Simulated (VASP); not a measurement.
# NaRh2 (P6/mmm) in VASP: further runs

The runs below take NaRh2 through single point, relaxation of cell and atoms, with PBE.

Program: VASP 6.6.1. These are calculated values, not measurements. Logs are shortened: lines on timing, memory, paths and dates and some standing lists are left out, and cuts for length are marked.

## Step 1: The cell of the first run

The structure is hexagonal, space group P6/mmm (No. 191). Conventional cell: a = 4.559 Å, b = 4.559 Å, c = 2.662 Å, α = 90.00°, β = 90.00°, γ = 120.00°. Within 3.5 Å of Na (site symmetry 6/mmm) lie 2 Na at 2.66 Å and 12 Rh at 2.95 Å. Rh (site symmetry -6m2) has 5 Rh at 2.63 to 2.66 Å and 6 Na at 2.95 Å within 3.5 Å.

## Step 2: Single point, PBE

File INCAR:

```
SYSTEM = NaRh2
PREC = Accurate
ENCUT = 500
EDIFF = 1E-6
ISMEAR = 0
SIGMA = 0.1
LREAL = .False.
LASPH = .True.
NELM = 120
ALGO = Normal
ISIF = 2
LWAVE = .False.
LCHARG = .False.
GGA = PE
NBANDS = 26
GGA_COMPAT = .False.
```

File KPOINTS:

```
Automatic mesh
0
Gamma
  12 12 18
  0 0 0
```

File POSCAR:

```
NaRh2
1.0
    4.5592528098      0.0000000000      0.0000000000
   -2.2796264049      3.9484287556      0.0000000000
    0.0000000000      0.0000000000      2.6619836877
Na Rh
1 2
Direct
    0.0000000000      0.0000000000      0.0000000000
    0.3333333333      0.6666666667      0.5000000000
    0.6666666667      0.3333333333      0.5000000000
```

Potentials or basis: VASP PAW PBE potentials, release 64 (Na_pv, Rh_pv).

Run with:

```bash
$ cat potpaw_PBE.64/Na_pv/POTCAR potpaw_PBE.64/Rh_pv/POTCAR > POTCAR
$ mpirun -np 1 vasp_std > vasp.out
```

OUTCAR:

```text
SYSTEM = NaRh2
   PREC = Accurate
   ENCUT = 500
   EDIFF = 1E-6
   ISMEAR = 0
   LREAL = .False.
   LASPH = .True.
   NELM = 120
   ISIF = 2
   GGA = PE

 ion  position               nearest neighbor table
   1  0.000  0.000  0.000-   2 2.95   3 2.95   2 2.95   3 2.95   3 2.95   3 2.95   2 2.95   2 2.95
                             3 2.95   3 2.95   2 2.95   2 2.95
   2  0.333  0.667  0.500-   3 2.63   3 2.63   3 2.63   1 2.95   1 2.95   1 2.95   1 2.95   1 2.95
                             1 2.95
   3  0.667  0.333  0.500-   2 2.63   2 2.63   2 2.63   1 2.95   1 2.95   1 2.95   1 2.95   1 2.95
                             1 2.95

  LATTYP: Found a hexagonal cell.
 ALAT       =     4.5592528098
 C/A-ratio  =     0.5838640231

  Lattice vectors:

 A1 = (   4.5592528098,   0.0000000000,   0.0000000000)
 A2 = (  -2.2796264049,   3.9484287556,   0.0000000000)
 A3 = (   0.0000000000,   0.0000000000,   2.6619836877)

Analysis of symmetry for initial positions (statically):
=====================================================================
 Subroutine PRICEL returns:
 Original cell was already a primitive cell.

 Routine SETGRP: Setting up the symmetry group for a
 hexagonal supercell.

 Subroutine GETGRP returns: Found 24 space group operations
 (whereof 24 operations were pure point group operations)
 out of a pool of 24 trial point group operations.

The static configuration has the point symmetry D_6h.

Analysis of symmetry for dynamics (positions and initial velocities):
=====================================================================
 Subroutine PRICEL returns:
 Original cell was already a primitive cell.

 Routine SETGRP: Setting up the symmetry group for a
 hexagonal supercell.

 Subroutine GETGRP returns: Found 24 space group operations
 (whereof 24 operations were pure point group operations)
 out of a pool of 24 trial point group operations.

The dynamic configuration has the point symmetry D_6h.

 Subroutine INISYM returns: Found 24 space group operations
 (whereof 24 operations are pure point group operations),
 and found     1 'primitive' translations

----------------------------------------------------------------------------------------

                                     Primitive cell

  volume of cell :      47.9207

  direct lattice vectors                    reciprocal lattice vectors
     4.559252810  0.000000000  0.000000000     0.219334185  0.126632651  0.000000000
    -2.279626405  3.948428756  0.000000000     0.000000000  0.253265302  0.000000000
     0.000000000  0.000000000  2.661983688     0.000000000  0.000000000  0.375659702

  length of vectors
     4.559252810  4.559252810  2.661983688     0.253265302  0.253265302  0.375659702

  position of ions in fractional coordinates (direct lattice)
     0.000000000  0.000000000  0.000000000
     0.333333333  0.666666667  0.500000000
     0.666666667  0.333333333  0.500000000

  ion indices of the primitive-cell ions
   primitive index   ion index
                 1           1
                 2           2
                 3           3

----------------------------------------------------------------------------------------

 KPOINTS: Automatic mesh

Automatic generation of k-mesh.
 Grid dimensions read from file:
 generate k-points for:   12   12   18

 Generating k-lattice:

  Cartesian coordinates                     Fractional coordinates (reciprocal lattice)
     0.018277849  0.010552721  0.000000000     0.083333333  0.000000000  0.000000000
     0.000000000  0.021105442  0.000000000     0.000000000  0.083333333  0.000000000
     0.000000000  0.000000000  0.020869983     0.000000000  0.000000000  0.055555556

  Length of vectors
     0.021105442  0.021105442  0.020869983

  Shift w.r.t. Gamma in fractional coordinates (k-lattice)
     0.000000000  0.000000000  0.000000000

 Subroutine IBZKPT returns following result:
 ===========================================

 Found    190 irreducible k-points:

 Following reciprocal coordinates:
            Coordinates               Weight
  0.000000  0.000000  0.000000      1.000000
  0.083333 -0.000000  0.000000      6.000000
  0.166667  0.000000  0.000000      6.000000
  0.250000 -0.000000  0.000000      6.000000
  0.333333  0.000000  0.000000      6.000000
  0.416667 -0.000000  0.000000      6.000000
[... 16 lines left out ...]
  0.250000 -0.000000  0.055556     12.000000
  0.333333  0.000000  0.055556     12.000000
 [... further k-points ...]
   k-points           NKPTS =    190   k-points in BZ     NKDIM =    190   number of bands    NBANDS=     26
   number of dos      NEDOS =    301   number of ions     NIONS =      3
   total plane-waves  NPLWV =  25920
   dimension x,y,z NGX =    36 NGY =   36 NGZ =   20
   dimension x,y,z NGXF=    72 NGYF=   72 NGZF=   40
   ions per type =               1   2
   NGX,Y,Z   is equivalent  to a cutoff of  13.13, 13.13, 12.49 a.u.
   NGXF,Y,Z  is equivalent  to a cutoff of  26.25, 26.25, 24.98 a.u.
 SYSTEM =  NaRh2
   PREC   = accura    normal or accurate (medium, high low for compatibility)
   ISTART =      0    job   : 0-new  1-cont  2-samecut
   ICHARG =      2    charge: 1-file 2-atom 10-const
   ISPIN  =      1    spin polarized calculation?
   LNONCOLLINEAR =      F non collinear calculations
   LSORBIT =      F    spin-orbit coupling
   LASPH  =      T    aspherical Exc in radial PAW
   ENCUT  =  500.0 eV  36.75 Ry    6.06 a.u.   8.31  8.31  4.85*2*pi/ulx,y,z
   NELM   =    120;   NELMIN=  2; NELMDL= -5     # of ELM steps
   EDIFF  = 0.1E-05   stopping-criterion for ELM
   LREAL  =      F    real-space projection
   EDIFFG = 0.1E-04   stopping-criterion for IOM
   NSW    =      0    number of steps for IOM
   IBRION =     -1    ionic relax: 0-MD 1-quasi-New 2-CG
   NFREE  =      0    steps in history (QN), initial steepest desc. (CG)
   ISIF   =      2    stress and relaxation
   ISYM   =      2    0-nonsym 1-usesym 2-fastsym
   POTIM  = 0.5000    time-step for ionic-motion
   TEBEG  =    0.0;   TEEND  =   0.0 temperature during run
   PSTRESS=    0.0 pullay stress
   NELECT =      37.0000    total number of electrons
   NUPDOWN=      -1.0000    fix difference up-down
   EMIN   =  10.00;   EMAX   =-10.00  energy-range for DOS
   EFERMI =   0.00;   METHOD = LEGACY
   ISMEAR =     0;   SIGMA  =   0.10  broadening in eV -4-tet -1-fermi 0-gaus
   EFERMI_NEDOS =   21; number of points for ismear=-14 and -15
   IALGO  =     38    algorithm
   IMIX   =      4    mixing-type and parameters
     AMIX     =   0.40;   BMIX     =  1.00
     AMIX_MAG =   1.60;   BMIX_MAG =  1.00
  volume/ion in A,a.u.               =      15.97       107.80
  Fermi-wavevector in a.u.,A,eV,Ry     =   1.501877  2.838135 30.689759  2.255634
  Thomas-Fermi vector in A             =   2.613190
   LORBIT       =      0    0 simple, 1 ext, 2 COOP (PROOUT), +10 PAW based schemes
   GGA     = PE    functional components
   LHFCALC =     F    Hartree Fock is set to
   AEXX    =    0.0000 exact exchange contribution
   IVDW    =     0    specifies the selected vdW correction
   LEPSILON=     F    determine dielectric tensor
   LRPA    =     F    only Hartree local field effects (RPA)
 non-spin polarized calculation
 Gauss-broadening in eV      SIGMA  =   0.10
  energy-cutoff  :      500.00
  volume of cell :       47.92
 maximum number of plane-waves:      1251
 NGX is ok and might be reduce to    36
   NGX = 17   NGY = 17   NGZ =  9

 number of electron      36.9999994 magnetization

 Free energy of the ion-electron system (eV)
  ---------------------------------------------------
  ext. energy  EPLUGINS =         0.00000000
  ---------------------------------------------------
  free energy    TOTEN  =       -14.58500866 eV

  energy without entropy =      -14.55965463  energy(sigma->0) =      -14.57233165

 E-fermi :   6.9520     XC(G=0): -11.7308

 val. band max:        6.9515350397   @ k =   0.4167   0.0833   0.0556
 cond. band min:       6.9521349872   @ k =   0.2500  -0.0000   0.1111
 fundamental gap:      0.0005999475
 Fermi energy:         6.9519755653

 k-point     1 :       0.0000    0.0000    0.0000
  band No.  band energies     occupation
      1     -39.1316      2.00000
      2     -39.1316      2.00000
      3     -38.8098      2.00000
      4     -38.8098      2.00000
      5     -38.7781      2.00000
      6     -38.7162      2.00000
[... 18 lines left out ...]
     25      15.1639      0.00000
     26      15.5713      0.00000

 k-point     2 :       0.0833   -0.0000    0.0000
  band No.  band energies     occupation
      1     -39.1334      2.00000
      2     -39.1276      2.00000
      3     -38.8140      2.00000
      4     -38.8080      2.00000
      5     -38.7771      2.00000
      6     -38.7171      2.00000
[... 18 lines left out ...]
     25      15.6377      0.00000
     26      16.0664      0.00000

 k-point     3 :       0.1667    0.0000    0.0000
  band No.  band energies     occupation
      1     -39.1382      2.00000
      2     -39.1158      2.00000
      3     -38.8261      2.00000
      4     -38.8030      2.00000
      5     -38.7744      2.00000
      6     -38.7198      2.00000
[... 18 lines left out ...]
     25      16.2217      0.00000
     26      17.3451      0.00000

 k-point     4 :       0.2500   -0.0000    0.0000
  band No.  band energies     occupation
      1     -39.1445      2.00000
      2     -39.0979      2.00000
      3     -38.8444      2.00000
      4     -38.7965      2.00000
      5     -38.7702      2.00000
      6     -38.7241      2.00000
[... 18 lines left out ...]
     25      17.0086      0.00000
     26      18.8432      0.00000
[... 496 lines left out ...]
      1     -39.1368      2.00000
      2     -39.1144      2.00000
      3     -38.8249      2.00000
      4     -38.8019      2.00000
      5     -38.7877      2.00000
      6     -38.7325      2.00000
[... 18 lines left out ...]
     25      16.2742      0.00000
     26      17.4182      0.00000

 k-point    23 :       0.2500   -0.0000    0.0556
  band No.  band energies     occupation
      1     -39.1431      2.00000
      2     -39.0965      2.00000
      3     -38.8433      2.00000
      4     -38.7954      2.00000
      5     -38.7835      2.00000
      6     -38.7368      2.00000
[... 18 lines left out ...]
     25      17.0713      0.00000
     26      18.9285      0.00000

 k-point    24 :       0.3333    0.0000    0.0556
  band No.  band energies     occupation
      1     -39.1492      2.00000
      2     -39.0755      2.00000
      3     -38.8647      2.00000
      4     -38.7891      2.00000
      5     -38.7782      2.00000
      6     -38.7421      2.00000
[... 18 lines left out ...]
     25      17.9772      0.00000
     26      20.4789      0.00000

 [... further k-points ...]

------------------------ aborting loop because EDIFF is reached ----------------------------------------

  FORCE on cell =-STRESS in cart. coord.  units (eV):
  Direction    XX          YY          ZZ          XY          YZ          ZX
  --------------------------------------------------------------------------------------
  -------------------------------------------------------------------------------------
  Total        0.0301598      0.0301598      0.0236007      0.0000000     -0.0000000      0.0000000
  in kB        1.0083618      1.0083618      0.7890643      0.0000000     -0.0000000      0.0000000
  external PRESSURE =       0.9352626 kB  Pullay stress =       0.0000000 kB

 VOLUME and BASIS-vectors are now :
 -----------------------------------------------------------------------------
  energy-cutoff  :      500.00
  volume of cell :       47.92
      direct lattice vectors                 reciprocal lattice vectors
     4.559252810  0.000000000  0.000000000     0.219334185  0.126632651  0.000000000
    -2.279626405  3.948428756  0.000000000     0.000000000  0.253265302  0.000000000
     0.000000000  0.000000000  2.661983688     0.000000000  0.000000000  0.375659702

 POSITION                                       TOTAL-FORCE (eV/Angst)
 -----------------------------------------------------------------------------------
      0.00000      0.00000      0.00000         0.000000      0.000000      0.000000
     -0.00000      2.63229      1.33099        -0.000000      0.000000     -0.000000
      2.27963      1.31614      1.33099         0.000000      0.000000      0.000000
 -----------------------------------------------------------------------------------
    total drift:                                0.000000      0.000000     -0.000000

  FREE ENERGIE OF THE ION-ELECTRON SYSTEM (eV)
  ---------------------------------------------------
  free  energy   TOTEN  =       -14.5850086638 eV

  energy  without entropy=      -14.5596546270  energy(sigma->0) =      -14.57233165
```

Run time: 96 s. Hardware: 1 thread of AMD EPYC 9R45 (Zen 5), shared host; peak memory 0.28 GiB.

Results:

* Free energy: -14.5850 eV
* Pressure: 0.1 GPa
* Band gap on the k mesh: zero (an odd number of electrons rules out a gap without spin polarisation)

## Step 3: Relaxation of cell and atoms, PBE

File INCAR:

```
SYSTEM = NaRh2
PREC     = Accurate       ! precision mode
ENCUT    = 500            ! plane-wave cutoff, eV
EDIFF    = 1E-7           ! SCF threshold, eV
ISMEAR   = 0              ! smearing method
SIGMA    = 0.1            ! smearing width, eV
LREAL    = .FALSE.        ! projectors in reciprocal space
LASPH    = .TRUE.         ! aspherical terms in the spheres
NELM     = 120            ! most SCF steps
ALGO     = Normal         ! electronic algorithm
ISIF     = 3              ! what is computed and relaxed
LWAVE    = .FALSE.        ! write WAVECAR
LCHARG   = .FALSE.        ! write CHGCAR
GGA      = PE             ! functional
IBRION   = 2              ! ionic algorithm
NSW      = 100            ! ionic steps
EDIFFG   = -0.01          ! ionic threshold
GGA_COMPAT= .FALSE.      
NELMIN   = 4
```

File KPOINTS:

```
Automatic mesh
0
G
  12 12 18
  0 0 0
```

File POSCAR:

```
NaRh2
1.0
    4.5243970734      0.0000000000      0.0000000000
   -2.2621985367      3.9182428024      0.0000000000
    0.0000000000      0.0000000000      2.7043348112
Na Rh
1 2
Direct
    0.0000000000      0.0000000000      0.0000000000
    0.3333333333      0.6666666667      0.5000000000
    0.6666666667      0.3333333333      0.5000000000
```

Potentials or basis: VASP PAW PBE potentials, release 64 (Na_pv, Rh_pv).

Run with:

```bash
$ cat potpaw_PBE.64/Na_pv/POTCAR potpaw_PBE.64/Rh_pv/POTCAR > POTCAR
$ mpirun -np 1 vasp_std > vasp.out
```

OUTCAR:

```text
SYSTEM = NaRh2
   PREC = Accurate
   ENCUT = 500
   EDIFF = 1E-7
   ISMEAR = 0
   LREAL = .FALSE.
   LASPH = .TRUE.
   NELM = 120
   ISIF = 3
   GGA = PE
   IBRION = 2
   NSW = 100
   EDIFFG = -0.01
   NELMIN = 4

 ion  position               nearest neighbor table
   1  0.000  0.000  0.000-   2 2.94   3 2.94   2 2.94   3 2.94   3 2.94   3 2.94   2 2.94   2 2.94
                             3 2.94   3 2.94   2 2.94   2 2.94
   2  0.333  0.667  0.500-   3 2.61   3 2.61   3 2.61   1 2.94   1 2.94   1 2.94   1 2.94   1 2.94
                             1 2.94
   3  0.667  0.333  0.500-   2 2.61   2 2.61   2 2.61   1 2.94   1 2.94   1 2.94   1 2.94   1 2.94
                             1 2.94

  LATTYP: Found a hexagonal cell.
 ALAT       =     4.5243970734
 C/A-ratio  =     0.5977226948

  Lattice vectors:

 A1 = (   4.5243970734,   0.0000000000,   0.0000000000)
 A2 = (  -2.2621985367,   3.9182428024,   0.0000000000)
 A3 = (   0.0000000000,   0.0000000000,   2.7043348112)

Analysis of symmetry for initial positions (statically):
=====================================================================
 Subroutine PRICEL returns:
 Original cell was already a primitive cell.

 Routine SETGRP: Setting up the symmetry group for a
[... 179 lines left out ...]
  -------------------------------------------------------------------------------------
  Total        0.3404336      0.3404336     -0.5204146      0.0000000      0.0000000      0.0000000
  in kB       11.3770720     11.3770720    -17.3919196      0.0000000      0.0000000      0.0000000
  external PRESSURE =       1.7874081 kB  Pullay stress =       0.0000000 kB
[... 135 lines left out ...]
--------------------------------------- Ionic step        5  -------------------------------------------

 number of electron      36.9999994 magnetization

 Free energy of the ion-electron system (eV)
  ---------------------------------------------------
  ext. energy  EPLUGINS =         0.00000000
  ---------------------------------------------------
  free energy    TOTEN  =       -14.58503377 eV

  energy without entropy =      -14.55964215  energy(sigma->0) =      -14.57233796

 E-fermi :   6.9421     XC(G=0): -11.7261

 val. band max:        6.9390659934   @ k =   0.5000   0.0000   0.2222
 cond. band min:       6.9421147497   @ k =   0.0000   0.0000   0.4444
 fundamental gap:      0.0030487563
 Fermi energy:         6.9420661831

 k-point     1 :       0.0000    0.0000    0.0000
  band No.  band energies     occupation
      1     -39.1393      2.00000
      2     -39.1393      2.00000
      3     -38.8187      2.00000
      4     -38.8187      2.00000
      5     -38.7871      2.00000
      6     -38.7255      2.00000
[... 589 lines left out ...]
     21       8.4705      0.00000
     22       9.6777      0.00000

 [... further k-points ...]

------------------------ aborting loop because EDIFF is reached ----------------------------------------

  FORCE on cell =-STRESS in cart. coord.  units (eV):
  Direction    XX          YY          ZZ          XY          YZ          ZX
  --------------------------------------------------------------------------------------
  -------------------------------------------------------------------------------------
  Total       -0.0030374     -0.0030374      0.0039915      0.0000000      0.0000000      0.0000000
  in kB       -0.1014656     -0.1014656      0.1333394      0.0000000      0.0000000      0.0000000
  external PRESSURE =      -0.0231972 kB  Pullay stress =       0.0000000 kB
[... 18 lines left out ...]
  FREE ENERGIE OF THE ION-ELECTRON SYSTEM (eV)
  ---------------------------------------------------
  free  energy   TOTEN  =       -14.5850337746 eV

  energy  without entropy=      -14.5596421533  energy(sigma->0) =      -14.57233796

 reached required accuracy - stopping structural energy minimisation
```

CONTCAR:

```text
NaRh2
   1.00000000000000
     4.5610270954836212    0.0000000000000000   -0.0000000000000000
    -2.2805135477418106    3.9499653320662698   -0.0000000000000000
     0.0000000000000000    0.0000000000000000    2.6621655151577386
  Na              Rh
     1     2
Direct
     0.0000000000000000    0.0000000000000000    0.0000000000000000
     0.3333333332999970    0.6666666667000030    0.5000000000000000
     0.6666666667000030    0.3333333332999970    0.5000000000000000

  0.00000000E+00  0.00000000E+00  0.00000000E+00
  0.00000000E+00  0.00000000E+00  0.00000000E+00
  0.00000000E+00  0.00000000E+00  0.00000000E+00
```

It took 6.3 min on 1 thread of AMD EPYC 9R45 (Zen 5), shared host; peak memory 0.27 GiB.

What came out:

```
Free energy                           : -14.5850 eV
Relaxed volume                        : 15.99 Å³/atom
Relaxed cell                          : a = 4.561 Å, b = 4.561 Å, c = 2.662 Å, α = 90.00°, β = 90.00°, γ = 120.00°
Space group after relaxing (to 0.1 Å) : P6/mmm (No. 191)
Energy gained by relaxing             : 2.3 meV/atom
Ionic steps                           : 5
Pressure after relaxing               : 0.0 GPa
Band gap on the k mesh                : zero (an odd number of electrons rules out a gap without spin polarisation)
```

The path:
```csv
step,energy change (eV),largest force (eV/Å),pressure (GPa),volume (Å³)
1,0.0000,0.0000,0.18,47.94
2,-0.0056,0.0000,-0.21,48.06
3,-0.0066,0.0000,-0.41,48.14
4,-0.0067,0.0000,0.32,47.83
5,-0.0068,0.0000,0.00,47.96
```

Final structure:
```
CELL_PARAMETERS angstrom
4.56103 0.00000 0.00000
-2.28051 3.94997 0.00000
0.00000 0.00000 2.66217
ATOMIC_POSITIONS crystal
Na 0.00000 0.00000 0.00000
Rh 0.33333 0.66667 0.50000
Rh 0.66667 0.33333 0.50000
```

Levels at points of the mesh, in eV from the Fermi level:
```tsv
k point	band 15	band 16	band 17	band 18	band 19	band 20	band 21	band 22
(0.00, 0.00, 0.00)	-2.30	-2.30	-0.73	-0.73	0.34	0.34	4.71	4.71
(0.50, 0.00, 0.00)	-2.12	-0.87	-0.55	-0.36	0.09	0.50	0.69	1.80
(0.00, 0.00, 0.50)	-1.69	-1.69	-1.62	-1.62	0.30	1.71	4.42	9.43
(0.50, 0.00, 0.50)	-2.30	-1.31	0.05	0.08	0.85	3.42	4.36	5.62
```
